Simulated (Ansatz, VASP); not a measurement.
ZnS in VASP and in Ansatz

Contents of INCAR:

```
PREC     = Accurate       # precision mode
ENCUT    = 520            # plane-wave cutoff, eV
EDIFF    = 1E-6           # SCF threshold, eV
ISMEAR   = 0              # smearing method
SIGMA    = 0.05           # smearing width, eV
LREAL    = False          # projectors in reciprocal space
LASPH    = True           # aspherical terms in the spheres
NELM     = 80             # most SCF steps
ALGO     = Normal         # electronic algorithm
ISIF     = 2              # what is computed and relaxed
LWAVE    = False          # write WAVECAR
LCHARG   = False          # write CHGCAR
GGA      = PE             # functional
NBANDS   = 46             # bands
```

KPOINTS

```
Automatic mesh
0
Gamma
  12 12 4
```

The input POSCAR:

```
ZnS
1.0
    3.8227020304      0.0000000000      0.0000000000
   -1.9113510152      3.3105570694      0.0000000000
    0.0000000000      0.0000000000     12.5200000000
Zn S
4 4
Direct
    0.0000000000      0.0000000000      0.0000000000
    0.0000000000      0.0000000000      0.5000000000
    0.3333333333      0.6666666667      0.2859424920
    0.6666666667      0.3333333333      0.7500000000
    0.0000000000      0.0000000000      0.1875000000
    0.0000000000      0.0000000000      0.6875000000
    0.3333333333      0.6666666667      0.4375000000
    0.6666666667      0.3333333333      0.9375000000
```

Input for Ansatz:

```yaml
crystal:
  lattice:
    - [3.8227020304, 0.0, 0.0]
    - [-1.9113510152, 3.3105570694, 0.0]
    - [0.0, 0.0, 12.52]
  atoms:
    - { symbol: Zn, position: [0.0, 0.0, 0.0] }
    - { symbol: Zn, position: [0.0, 0.0, 0.5] }
    - { symbol: Zn, position: [0.3333333333, 0.6666666667, 0.285942492] }
    - { symbol: Zn, position: [0.6666666667, 0.3333333333, 0.75] }
    - { symbol: S, position: [0.0, 0.0, 0.1875] }
    - { symbol: S, position: [0.0, 0.0, 0.6875] }
    - { symbol: S, position: [0.3333333333, 0.6666666667, 0.4375] }
    - { symbol: S, position: [0.6666666667, 0.3333333333, 0.9375] }
basis:
  ecutwfc: 420
kpoints:
  mp_grid: { grid: [12, 12, 4] }
hamiltonian:
  xc: pbe
scf:
  occupations: { method: gaussian, width: 0.05 }
output:
  forces: true
  stress: true
  eigenvalues: true
```

Alike in both runs: task single point; functional PBE; k mesh 12 × 12 × 4; occupations gaussian, width 0.05 eV; no spin polarisation.

|  | VASP | Ansatz |
| --- | --- | --- |
| version | VASP 6.6.1 | Ansatz 0.2.0 |
| potentials or method | VASP PAW PBE potentials, release 64 (Zn, S), cutoff 520 eV | scalar-relativistic, plane waves, PAW |
| valence electrons in the cell | 72 | 72 |

|  | VASP | Ansatz | Ansatz less VASP |
| --- | --- | --- | --- |
| gap on the k mesh at the Fermi level (eV) | 1.28 | 1.30 | +0.021 |
| least direct gap on the mesh (eV) | 1.28 | 1.30 | +0.021 |
| pressure (GPa) | 4.4 | 4.2 | -0.19 |
| traceless stress, the component that is largest in VASP (GPa) | 7.45 | 7.38 | -0.065 |
| rms of the force components (eV/Å) | 2.256 | 2.233 | -0.0229 |

Atom by atom the forces differ by 0.023 eV/Å (rms over components). The functional is the same, so the differences come from potentials, cutoffs and numerics.
